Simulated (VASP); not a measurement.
A run of VASP 6.6.1:

INCAR

```
SYSTEM = WSe2
  PREC = Accurate
  ENCUT = 520
  EDIFF = 1E-6
  ISMEAR = 0
  SIGMA = 0.05
  LREAL = .False.
  LASPH = .True.
  NELM = 100
  ALGO = Normal
  ISIF = 2
  LWAVE = .False.
  LCHARG = .False.
  GGA = PE
  IVDW = 12
  NBANDS = 20
```

File KPOINTS:

```
regular mesh
0
Gamma
  9 9 4
  0 0 0
```

File POSCAR:

```
WSe2
1.0
    3.2329475091      0.0000000000      0.0000000000
   -1.6164737546      2.7998146720      0.0000000000
    0.0000000000      0.0000000000      7.2065632926
W Se
1 2
Direct
    0.0000000000      0.0000000000      0.0000000000
    0.3333333333      0.6666666667      0.2286623833
    0.3333333333      0.6666666667      0.7713376167
```

Potentials or basis: VASP PAW PBE potentials, release 64 (W_sv, Se).

Run with:

```bash
$ cat potpaw_PBE.64/W_sv/POTCAR potpaw_PBE.64/Se/POTCAR > POTCAR
$ mpirun -np 1 vasp_std > vasp.out
```

Hardware: 1 thread of Intel Xeon 8259CL, on a shared host.

Estimate the wall time of this run.

Run time: 40 s on 1 thread of Intel Xeon 8259CL, with other jobs on the host, peak memory 0.21 GiB. Counts: scf iterations 14, k points 36.
